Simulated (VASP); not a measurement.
Set up this calculation in VASP 6.6.1, as the native input.

```yaml
Task: single point
Functional: PBE
Potentials_or_basis: VASP PAW PBE potentials, release 64 (Ga_d, Sb)
Cutoff: 520 eV
k_mesh: 16 × 16 × 16
Occupations: gaussian, width 0.15 eV
Spin: no spin polarisation
Dipole_correction: no
Further_INCAR_settings: ALGO = Normal; EDIFF = 1e-07; NBANDS = 16
```

The structure of GaSb lies in POSCAR:

```
GaSb
1.0
    0.0000000000      3.1452140077      2.8935968871
    3.1452140077      0.0000000000      2.8935968871
    3.1452140077      3.1452140077      0.0000000000
Ga Sb
1 1
Direct
    0.0000000000      0.0000000000      0.0000000000
    0.7500000000      0.7500000000      0.7500000000
```

This cell differs from its parent crystal: ratio of the length along z to the lengths across it x 0.92, volume and fractional coordinates fixed.

These files were run (other wordings do the same):

INCAR

```
PREC = Accurate
ENCUT = 520
EDIFF = 1E-7
ISMEAR = 0
SIGMA = 0.15
LREAL = False
LASPH = True
NELM = 100
ALGO = Normal
ISIF = 2
LWAVE = False
LCHARG = False
GGA = PE
NBANDS = 16
```

KPOINTS

```
Automatic mesh
0
Gamma
  16 16 16
```

Potentials or basis: VASP PAW PBE potentials, release 64 (Ga_d, Sb).

Command:

```sh
$ cat potpaw_PBE.64/Ga_d/POTCAR potpaw_PBE.64/Sb/POTCAR > POTCAR
$ mpirun -np 1 vasp_std > vasp.out
```

Results of the run:

The pressure is 2.3 GPa and the band gap on the k mesh is 0.20 eV, indirect (least direct gap 0.29 eV).

Caveat: spin-orbit coupling is left out, which moves the levels of the heavy elements.

Wall time 6.6 min on 1 thread of AMD EPYC 7R13, with other jobs on the host, peak memory 0.42 GiB.
